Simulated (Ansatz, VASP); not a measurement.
One calculation of KF, two programs

INCAR

```
SYSTEM = KF
PREC     = Accurate       ! precision mode
ENCUT    = 520            ! plane-wave cutoff, eV
EDIFF    = 1E-7           ! SCF threshold, eV
ISMEAR   = 0              ! smearing method
SIGMA    = 0.05           ! smearing width, eV
LREAL    = .FALSE.        ! projectors in reciprocal space
LASPH    = .TRUE.         ! aspherical terms in the spheres
NELM     = 60             ! most SCF steps
ALGO     = Normal         ! electronic algorithm
ISIF     = 2              ! what is computed and relaxed
LWAVE    = .FALSE.        ! write WAVECAR
LCHARG   = .FALSE.        ! write CHGCAR
GGA      = PE             ! functional
NBANDS   = 15             ! bands
```

File KPOINTS:

```
regular mesh
0
G
  8 8 8
  0 0 0
```

File POSCAR:

```
KF
1.0
    0.1484580009      2.8153681976      2.8153681976
    2.8153681976      0.1484580009      2.8153681976
    2.8153681976      2.8153681976      0.1484580009
K F
1 1
Direct
    0.0000000000      0.0000000000      0.0000000000
    0.5000000000      0.5000000000      0.5000000000
```

Input for Ansatz:

```yaml
crystal:
  lattice:
    - [0.1484580009, 2.8153681976, 2.8153681976]
    - [2.8153681976, 0.1484580009, 2.8153681976]
    - [2.8153681976, 2.8153681976, 0.1484580009]
  atoms:
    - { symbol: K, position: [0.0, 0.0, 0.0] }
    - { symbol: F, position: [0.5, 0.5, 0.5] }
basis:
  ecutwfc: 520.0
kpoints:
  mp_grid: { grid: [8, 8, 8] }
hamiltonian:
  xc: pbe
scf:
  occupations: { method: gaussian, width: 0.05 }
output:
  forces: true
  stress: true
  eigenvalues: true
```

Alike in both runs: task single point; functional PBE; k mesh 8 × 8 × 8; occupations gaussian, width 0.05 eV; no spin polarisation.

```csv
,VASP,Ansatz
version,VASP 6.6.1,Ansatz 0.2.0
potentials or method,"VASP PAW PBE potentials, release 64 (K_sv, F), cutoff 520 eV","scalar-relativistic, plane waves, PAW"
valence electrons in the cell,16,16
```

Ansatz gave:

| Item | Value |
| --- | --- |
| gap on the k mesh at the Fermi level (eV) | 5.74 |
| least direct gap on the mesh (eV) | 5.74 |
| pressure (GPa) | -0.9 |
| traceless stress, the component that is largest in VASP (GPa) | -0.86 |

Task: Which values does VASP return?

Result: gap on the k mesh at the Fermi level (eV): 5.73; least direct gap on the mesh (eV): 5.73; pressure (GPa): -0.9; traceless stress, the component that is largest in VASP (GPa): -0.85.
